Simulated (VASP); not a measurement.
TePb, 2 atoms in the cell. Symmetry: Fm-3m, No. 225, cubic system. Conventional cell: a = 6.410 Å, b = 6.410 Å, c = 6.410 Å, α = 90.00°, β = 90.00°, γ = 90.00°. Within 4.2 Å of Te (site symmetry m-3m) lie 6 Pb at 3.21 Å. Pb (site symmetry m-3m) has 6 Te at 3.21 Å within 4.2 Å. 

* Program: VASP 6.6.1
* Task: single point
* Functional: PBEsol
* Potentials or basis: VASP PAW PBE potentials, release 64 (Te, Pb_d)
* Cutoff: 520 eV
* k mesh: 6 × 6 × 6
* Occupations: gaussian, width 0.01 eV
* Spin: no spin polarisation
* Dipole correction: no
* Further INCAR settings: ALGO = Normal; EDIFF = 1e-06; NBANDS = 17

Potentials or basis: VASP PAW PBE potentials, release 64 (Te, Pb_d).

Run with:

```sh
$ cat potpaw_PBE.64/Te/POTCAR potpaw_PBE.64/Pb_d/POTCAR > POTCAR
$ mpirun -np 1 vasp_std > vasp.out
```

Hardware: 1 thread of Intel Xeon 8259CL, on a shared host.

Q: How long does it take, and how much memory?

A: Wall time 35 s on 1 thread of Intel Xeon 8259CL (shared host), peak memory 0.21 GiB. Counts: scf iterations 12, k points 16.
